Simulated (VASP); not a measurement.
# Fe (P6_3/mmc) in VASP: further runs, part 2 of 3

VASP 6.6.1. Earlier steps stand in the parts before.

### 3 Single point, PBEsol (volume scaled by 1.01)

Input file INCAR:

```
SYSTEM = Fe
PREC = Accurate ; ENCUT = 520
EDIFF = 1E-7 ; ISMEAR = -1
SIGMA = 0.08 ; LREAL = .False.
LASPH = .True. ; NELM = 60
ALGO = Normal ; ISIF = 2
LWAVE = .False. ; LCHARG = .False.
GGA = PS ; NBANDS = 15
```

Input file KPOINTS:

```
Automatic mesh
0
Gamma
  17 17 10
  0 0 0
```

Input file POSCAR:

```
Fe
1.0
    2.4422445470      0.0000000000      0.0000000000
   -1.2211222735      2.1150458200      0.0000000000
    0.0000000000      0.0000000000      3.8546984657
Fe
2
Direct
    0.3333333333      0.6666666667      0.2500000000
    0.6666666667      0.3333333333      0.7500000000
```

Potentials or basis: VASP PAW PBE potentials, release 64 (Fe).

On the command line:

```sh
> cat potpaw_PBE.64/Fe/POTCAR > POTCAR
> mpirun -np 1 vasp_std > vasp.out
```

OUTCAR:

```text
SYSTEM = Fe
   PREC = Accurate
   ENCUT = 520
   EDIFF = 1E-7
   ISMEAR = -1
   LREAL = .False.
   LASPH = .True.
   NELM = 60
   ISIF = 2
   GGA = PS

 ion  position               nearest neighbor table
   1  0.333  0.667  0.250-   2 2.39   2 2.39   2 2.39   2 2.39   2 2.39   2 2.39
   2  0.667  0.333  0.750-   1 2.39   1 2.39   1 2.39   1 2.39   1 2.39   1 2.39

  LATTYP: Found a hexagonal cell.
 ALAT       =     2.4422445470
 C/A-ratio  =     1.5783425417

  Lattice vectors:

 A1 = (   2.4422445470,   0.0000000000,   0.0000000000)
 A2 = (  -1.2211222735,   2.1150458200,   0.0000000000)
 A3 = (   0.0000000000,   0.0000000000,   3.8546984657)

Analysis of symmetry for initial positions (statically):
=====================================================================
 Subroutine PRICEL returns:
 Original cell was already a primitive cell.

 Routine SETGRP: Setting up the symmetry group for a
 hexagonal supercell.

 Subroutine GETGRP returns: Found 24 space group operations
 (whereof 12 operations were pure point group operations)
 out of a pool of 24 trial point group operations.

The static configuration has the point symmetry D_3d.
 The point group associated with its full space group is D_6h.

Analysis of symmetry for dynamics (positions and initial velocities):
=====================================================================
 Subroutine PRICEL returns:
 Original cell was already a primitive cell.

 Routine SETGRP: Setting up the symmetry group for a
 hexagonal supercell.

 Subroutine GETGRP returns: Found 24 space group operations
 (whereof 12 operations were pure point group operations)
 out of a pool of 24 trial point group operations.

The dynamic configuration has the point symmetry D_3d.
 The point group associated with its full space group is D_6h.

 Subroutine INISYM returns: Found 24 space group operations
[... 117 lines left out ...]
     AMIX_MAG =   1.60;   BMIX_MAG =  1.00
  volume/ion in A,a.u.               =       9.96        67.18
  Fermi-wavevector in a.u.,A,eV,Ry     =   1.522001  2.876166 31.517735  2.316488
  Thomas-Fermi vector in A             =   2.630640
   LORBIT       =      0    0 simple, 1 ext, 2 COOP (PROOUT), +10 PAW based schemes
   GGA     = PS    functional components
   LHFCALC =     F    Hartree Fock is set to
   AEXX    =    0.0000 exact exchange contribution
   IVDW    =     0    specifies the selected vdW correction
   LEPSILON=     F    determine dielectric tensor
   LRPA    =     F    only Hartree local field effects (RPA)
 non-spin polarized calculation
  energy-cutoff  :      520.00
  volume of cell :       19.91
 maximum number of plane-waves:       552
   NGX =  9   NGY =  9   NGZ = 15

 number of electron      16.0000010 magnetization

 Free energy of the ion-electron system (eV)
  ---------------------------------------------------
  ext. energy  EPLUGINS =         0.00000000
  ---------------------------------------------------
  free energy    TOTEN  =       -17.89147180 eV

  energy without entropy =      -17.83748985  energy(sigma->0) =      -17.86448083

 E-fermi :   7.0122     XC(G=0): -14.0890

 val. band max:        7.0113446197   @ k =   0.2941   0.0000   0.2000
 cond. band min:       7.0185769893   @ k =   0.2941   0.0000   0.1000
 fundamental gap:      0.0072323696
 Fermi energy:         7.0121995656

 k-point     1 :       0.0000    0.0000    0.0000
  band No.  band energies     occupation
      1      -2.0849      2.00000
      2       1.9101      2.00000
      3       5.2929      2.00000
      4       5.2929      2.00000
      5       5.4375      2.00000
      6       5.7808      2.00000
      7       5.7808      2.00000
      8       6.1284      1.99997
      9       6.1285      1.99997
     10       7.5466      0.00251
     11       7.7523      0.00019
     12       7.7523      0.00019
     13      16.0219      0.00000
     14      29.0664      0.00000
[... 401 lines left out ...]
      2       3.2275      2.00000
      3       3.5651      2.00000
      4       3.7492      2.00000
      5       5.0484      2.00000
      6       5.4539      2.00000
      7       5.8558      2.00000
      8       6.5285      1.99528
      9       7.1237      0.39778
     10       7.6662      0.00056
     11       7.9752      0.00001
     12      14.4873      0.00000
     13      16.4413      0.00000
     14      20.6074      0.00000
     15      21.3821      0.00000

 [... further k-points ...]
[... 5 lines left out ...]
  --------------------------------------------------------------------------------------
  -------------------------------------------------------------------------------------
  Total       -0.6057570     -0.6057570     -0.5302968     -0.0000000      0.0000000     -0.0000000
  in kB      -48.7427126    -48.7427126    -42.6707475     -0.0000000      0.0000000     -0.0000000
  external PRESSURE =     -46.7187242 kB  Pullay stress =       0.0000000 kB

 VOLUME and BASIS-vectors are now :
 -----------------------------------------------------------------------------
  energy-cutoff  :      520.00
  volume of cell :       19.91
      direct lattice vectors                 reciprocal lattice vectors
     2.442244547  0.000000000  0.000000000     0.409459405  0.236401498  0.000000000
    -1.221122274  2.115045820  0.000000000     0.000000000  0.472802996  0.000000000
     0.000000000  0.000000000  3.854698466     0.000000000  0.000000000  0.259423664

 POSITION                                       TOTAL-FORCE (eV/Angst)
 -----------------------------------------------------------------------------------
     -0.00000      1.41003      0.96367         0.000000     -0.000000      0.000000
      1.22112      0.70502      2.89102        -0.000000      0.000000      0.000000
 -----------------------------------------------------------------------------------
    total drift:                                0.000000     -0.000000     -0.000000

  FREE ENERGIE OF THE ION-ELECTRON SYSTEM (eV)
  ---------------------------------------------------
  free  energy   TOTEN  =       -17.8914718022 eV

  energy  without entropy=      -17.8374898524  energy(sigma->0) =      -17.86448083
```

OSZICAR:

```text
N       E                     dE             d eps       ncg     rms          rms(c)
DAV:   1     0.745527357980E+02    0.74553E+02   -0.72077E+03  6084   0.143E+03
DAV:   2    -0.195351691474E+02   -0.94088E+02   -0.84064E+02  5940   0.244E+02
DAV:   3    -0.214069484247E+02   -0.18718E+01   -0.18055E+01  7256   0.504E+01
DAV:   4    -0.214181938428E+02   -0.11245E-01   -0.11244E-01  7004   0.330E+00
DAV:   5    -0.214183430198E+02   -0.14918E-03   -0.14918E-03  7333   0.377E-01    0.189E+01
DAV:   6    -0.181236680584E+02    0.32947E+01   -0.13514E+01  6591   0.790E+01    0.247E+00
DAV:   7    -0.179335357972E+02    0.19013E+00   -0.91495E-01  6990   0.189E+01    0.100E+00
DAV:   8    -0.179061698073E+02    0.27366E-01   -0.50128E-03  8896   0.110E+00    0.520E-01
DAV:   9    -0.178914683380E+02    0.14701E-01   -0.25343E-03  9022   0.622E-01    0.703E-02
DAV:  10    -0.178914986321E+02   -0.30294E-04   -0.20209E-04  7861   0.254E-01    0.431E-02
DAV:  11    -0.178914710046E+02    0.27627E-04   -0.15240E-05  7918   0.855E-02    0.312E-03
DAV:  12    -0.178914715062E+02   -0.50165E-06   -0.86741E-07  6556   0.107E-02    0.170E-03
DAV:  13    -0.178914716685E+02   -0.16232E-06   -0.74962E-09  3831   0.105E-03    0.383E-04
DAV:  14    -0.178914718071E+02   -0.13859E-06   -0.18533E-09  3502   0.472E-04    0.540E-05
DAV:  15    -0.178914718022E+02    0.49317E-08   -0.42995E-10  3341   0.279E-04
   1 F= -.17891472E+02 E0= -.17864481E+02  d E =-.539819E-01
```

Run time: 38 s. Hardware: 1 thread of AMD EPYC 9R14 (Zen 4), shared host; peak memory 0.13 GiB.

What came out:

| Item | Value |
| --- | --- |
| Free energy | -17.8915 eV |
| Pressure | -4.7 GPa |
| Band gap on the k mesh | zero (band 8 reaches 7.88 eV, above the bottom of band 9 at 5.99 eV) |

Stress tensor (GPa, compression positive):
```
-4.87  0.00  0.00
 0.00 -4.87  0.00
 0.00  0.00 -4.27
```

Levels at points of the mesh, in eV from the Fermi level:
```csv
k point,band 6,band 7,band 8,band 9,band 10,band 11
"(0.00, 0.00, 0.00)",-1.23,-1.23,-0.88,-0.88,0.53,0.74
"(0.00, 0.00, 0.50)",-1.84,-1.84,-1.84,0.34,0.34,0.34
```

Caveat: the PAW data sets were made with another functional, which shifts forces and pressure a little; the run has no spin polarisation, though such a crystal can be magnetic. Spin polarisation is off, so any magnetic state and its effect on volume and gap are missing.

### 4 Single point, PBEsol (volume scaled by 1.02)

Input file INCAR:

```
SYSTEM = Fe
ALGO = Normal
EDIFF = 1E-6
ENCUT = 520
GGA = PS
ISIF = 2
ISMEAR = -1
LASPH = .True.
LCHARG = .False.
LREAL = .False.
LWAVE = .False.
NBANDS = 15
NELM = 100
PREC = Accurate
SIGMA = 0.08
```

Input file KPOINTS:

```
k-points
0
Gamma
  17 17 10
  0 0 0
```

Input file POSCAR:

```
Fe
1.0
    2.4502783040      0.0000000000      0.0000000000
   -1.2251391520      2.1220032576      0.0000000000
    0.0000000000      0.0000000000      3.8673784861
Fe
2
Direct
    0.3333333333      0.6666666667      0.2500000000
    0.6666666667      0.3333333333      0.7500000000
```

Potentials or basis: VASP PAW PBE potentials, release 64 (Fe).

On the command line:

```sh
> cat potpaw_PBE.64/Fe/POTCAR > POTCAR
> mpirun -np 1 vasp_std > vasp.out
```

OUTCAR:

```text
SYSTEM = Fe
   EDIFF = 1E-6
   ENCUT = 520
   GGA = PS
   ISIF = 2
   ISMEAR = -1
   LASPH = .True.
   LREAL = .False.
   NELM = 100
   PREC = Accurate

 ion  position               nearest neighbor table
   1  0.333  0.667  0.250-   2 2.40   2 2.40   2 2.40   2 2.40   2 2.40   2 2.40
   2  0.667  0.333  0.750-   1 2.40   1 2.40   1 2.40   1 2.40   1 2.40   1 2.40

  LATTYP: Found a hexagonal cell.
 ALAT       =     2.4502783040
 C/A-ratio  =     1.5783425417

  Lattice vectors:

 A1 = (   2.4502783040,   0.0000000000,   0.0000000000)
 A2 = (  -1.2251391520,   2.1220032576,   0.0000000000)
 A3 = (   0.0000000000,   0.0000000000,   3.8673784861)

Analysis of symmetry for initial positions (statically):
=====================================================================
 Subroutine PRICEL returns:
 Original cell was already a primitive cell.

 Routine SETGRP: Setting up the symmetry group for a
 hexagonal supercell.

 Subroutine GETGRP returns: Found 24 space group operations
 (whereof 12 operations were pure point group operations)
 out of a pool of 24 trial point group operations.

The static configuration has the point symmetry D_3d.
[... 176 lines left out ...]
      6       5.6845      2.00000
      7       5.6845      2.00000
      8       6.0268      1.99996
      9       6.0268      1.99996
     10       7.4287      0.00262
     11       7.6276      0.00022
     12       7.6276      0.00022
     13      15.8057      0.00000
     14      28.8732      0.00000
[... 401 lines left out ...]
      2       3.1630      2.00000
      3       3.4980      2.00000
      4       3.6819      2.00000
      5       4.9628      2.00000
      6       5.3615      2.00000
      7       5.7571      2.00000
      8       6.4214      1.99483
      9       7.0082      0.40200
     10       7.5418      0.00064
     11       7.8468      0.00001
     12      14.3039      0.00000
     13      16.2366      0.00000
     14      20.3903      0.00000
     15      21.1447      0.00000

 [... further k-points ...]

------------------------ aborting loop because EDIFF is reached ----------------------------------------

  FORCE on cell =-STRESS in cart. coord.  units (eV):
  Direction    XX          YY          ZZ          XY          YZ          ZX
  --------------------------------------------------------------------------------------
  -------------------------------------------------------------------------------------
  Total       -0.9685302     -0.9685302     -0.9093682     -0.0000000      0.0000000      0.0000000
  in kB      -77.1694880    -77.1694880    -72.4556429     -0.0000000      0.0000000      0.0000000
  external PRESSURE =     -75.5982063 kB  Pullay stress =       0.0000000 kB

 VOLUME and BASIS-vectors are now :
 -----------------------------------------------------------------------------
  energy-cutoff  :      520.00
  volume of cell :       20.11
      direct lattice vectors                 reciprocal lattice vectors
     2.450278304  0.000000000  0.000000000     0.408116906  0.235626405  0.000000000
    -1.225139152  2.122003258  0.000000000     0.000000000  0.471252811  0.000000000
     0.000000000  0.000000000  3.867378486     0.000000000  0.000000000  0.258573089

 POSITION                                       TOTAL-FORCE (eV/Angst)
 -----------------------------------------------------------------------------------
     -0.00000      1.41467      0.96684        -0.000000      0.000000      0.000000
      1.22514      0.70733      2.90053         0.000000     -0.000000      0.000000
 -----------------------------------------------------------------------------------
    total drift:                                0.000000     -0.000000     -0.000000

  FREE ENERGIE OF THE ION-ELECTRON SYSTEM (eV)
  ---------------------------------------------------
  free  energy   TOTEN  =       -17.8839237347 eV

  energy  without entropy=      -17.8291719442  energy(sigma->0) =      -17.85654784
```

OSZICAR:

```text
N       E                     dE             d eps       ncg     rms          rms(c)
DAV:   1     0.753676748448E+02    0.75368E+02   -0.72910E+03  6036   0.144E+03
DAV:   2    -0.193829849412E+02   -0.94751E+02   -0.84685E+02  5940   0.246E+02
DAV:   3    -0.214217590831E+02   -0.20388E+01   -0.19637E+01  7326   0.522E+01
DAV:   4    -0.214338866155E+02   -0.12128E-01   -0.12126E-01  6997   0.344E+00
DAV:   5    -0.214340401851E+02   -0.15357E-03   -0.15357E-03  7312   0.382E-01    0.187E+01
DAV:   6    -0.181259252383E+02    0.33081E+01   -0.13824E+01  6605   0.796E+01    0.261E+00
DAV:   7    -0.179255591270E+02    0.20037E+00   -0.96796E-01  6983   0.195E+01    0.995E-01
DAV:   8    -0.178986662962E+02    0.26893E-01   -0.53062E-03  8865   0.114E+00    0.518E-01
DAV:   9    -0.178839244886E+02    0.14742E-01   -0.25634E-03  9089   0.628E-01    0.720E-02
DAV:  10    -0.178839523894E+02   -0.27901E-04   -0.21196E-04  7826   0.263E-01    0.439E-02
DAV:  11    -0.178839232190E+02    0.29170E-04   -0.16157E-05  7815   0.876E-02    0.298E-03
DAV:  12    -0.178839237347E+02   -0.51570E-06   -0.86020E-07  4643   0.111E-02
   1 F= -.17883924E+02 E0= -.17856548E+02  d E =-.547518E-01
```

Wall time 29 s (1 thread of AMD EPYC 9R14 (Zen 4), shared host); peak memory 0.13 GiB.

Results:

| Item | Value |
| --- | --- |
| Free energy | -17.8839 eV |
| Pressure | -7.6 GPa |
| Band gap on the k mesh | zero (band 8 reaches 7.75 eV, above the bottom of band 9 at 5.89 eV) |

Stress tensor (GPa, compression positive):
```
-7.72  0.00  0.00
 0.00 -7.72  0.00
 0.00  0.00 -7.25
```

Levels at points of the mesh, in eV from the Fermi level:
```tsv
k point	band 4	band 5	band 6	band 7	band 8	band 9	band 10	band 11	band 12	band 13
(0.00, 0.00, 0.00)	-1.69	-1.55	-1.21	-1.21	-0.87	-0.87	0.53	0.73	0.73	8.91
(0.00, 0.00, 0.50)	-2.12	-1.82	-1.82	-1.82	-1.82	0.33	0.33	0.33	0.33	17.34
```

Caveat: the PAW data sets were made with another functional, which shifts forces and pressure a little; the run has no spin polarisation, though such a crystal can be magnetic. Spin polarisation is off, so any magnetic state and its effect on volume and gap are missing.

[end of part 2 of 3]
